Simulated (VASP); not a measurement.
Set up this calculation in VASP 6.6.1, as the native input.

| Property | Result |
| --- | --- |
| Task | single point |
| Functional | r2SCAN |
| Potentials or basis | VASP PAW PBE potentials, release 64 (Na_pv) |
| Cutoff | 520 eV |
| k mesh | 8 × 8 × 5 |
| Occupations | fermi-dirac, width 0.05 eV |
| Spin | no spin polarisation |
| Dipole correction | no |
| Further INCAR settings | ALGO = Normal; EDIFF = 1e-06; NBANDS = 14 |

Na:

```
CELL_PARAMETERS angstrom
3.71609 0.00000 0.00000
-1.85804 3.21823 0.00000
0.00000 0.00000 6.07083
ATOMIC_POSITIONS crystal
Na 0.66667 0.33333 0.75000
Na 0.33333 0.66667 0.25000
```

These files were run (other wordings do the same):

POSCAR

```
Na
1.0
    3.7160883536      0.0000000000      0.0000000000
   -1.8580441768      3.2182269170      0.0000000000
    0.0000000000      0.0000000000      6.0708276422
Na
2
Direct
    0.6666666667      0.3333333333      0.7500000000
    0.3333333333      0.6666666667      0.2500000000
```

INCAR.step1

```
PREC = Accurate ; ENCUT = 520
ISMEAR = -1 ; SIGMA = 0.05
LREAL = F ; LASPH = T
NELM = 60 ; NBANDS = 14
GGA = PE ; ALGO = Normal
EDIFF = 1E-4 ; LWAVE = T
LCHARG = F
```

INCAR.step2

```
PREC = Accurate ; ENCUT = 520
EDIFF = 1E-6 ; ISMEAR = -1
SIGMA = 0.05 ; LREAL = F
LASPH = T ; NELM = 60
ALGO = Normal ; ISIF = 2
LWAVE = F ; LCHARG = T
METAGGA = R2SCAN ; LMIXTAU = T
LELF = T ; LVHAR = T
NBANDS = 14 ; ISTART = 1
```

KPOINTS

```
Automatic mesh
0
Gamma
  8 8 5
```

Potentials or basis: VASP PAW PBE potentials, release 64 (Na_pv).

Run with:

```bash
$ cat potpaw_PBE.64/Na_pv/POTCAR > POTCAR
$ cp INCAR.step1 INCAR
$ mpirun -np 1 vasp_std > vasp.out
$ cp INCAR.step2 INCAR
$ mpirun -np 1 vasp_std > vasp.out
```

Results of the run:

```json
{"Pressure": "0.3 GPa", "Band gap on the k mesh": "zero (band 7 reaches 1.90 eV, above the bottom of band 8 at -1.53 eV)"}
```

Caveat: the PAW data sets were made with another functional, which shifts forces and pressure a little.

Wall time 64 s on 1 thread of Intel(R) Xeon(R) Platinum 8375C CPU @ 2.90GHz (Ice Lake), with other jobs on the host, peak memory 0.19 GiB.
